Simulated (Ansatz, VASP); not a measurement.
One calculation of BeAs2, two programs

```
As Be
1.0
     3.59592    0.00000    0.00000
     0.00000    3.59592    0.00000
     0.00000    0.00000    7.36492
As Be
4 2
Cartesian
  0.0000 1.7980 2.4304
  1.7980 0.0000 4.9345
  0.0000 0.0000 0.0000
  1.7980 1.7980 0.0000
  0.0000 1.7980 5.4132
  1.7980 0.0000 1.9517
```

Alike in both runs: task single point; functional PBE; k mesh 9 × 9 × 5; no spin polarisation.

```csv
,VASP,Ansatz
version,VASP 6.6.1,Ansatz 0.2.0
potentials or method,"VASP PAW PBE potentials, release 64 (As, Be), cutoff 520 eV",PAW plane waves
occupations,"fermi-dirac, width 0.1 eV",fermi-dirac
valence electrons in the cell,24,64
```

Ansatz gave:

| Property | Result |
| --- | --- |
| pressure (GPa) | 6.1 |
| traceless stress, the component that is largest in VASP (GPa) | -2.06 |
| rms of the force components (eV/Å) | 0.414 |

Problem. Which values does VASP return?

Solution. Pressure (GPa): 6.4; traceless stress, the component that is largest in VASP (GPa): -2.20; rms of the force components (eV/Å): 0.419.

Atom by atom the forces differ by 0.005 eV/Å (rms over components). VASP's potentials hold 24 valence electrons a cell and Ansatz's 64, so a difference there can come from the potentials and not from the codes.
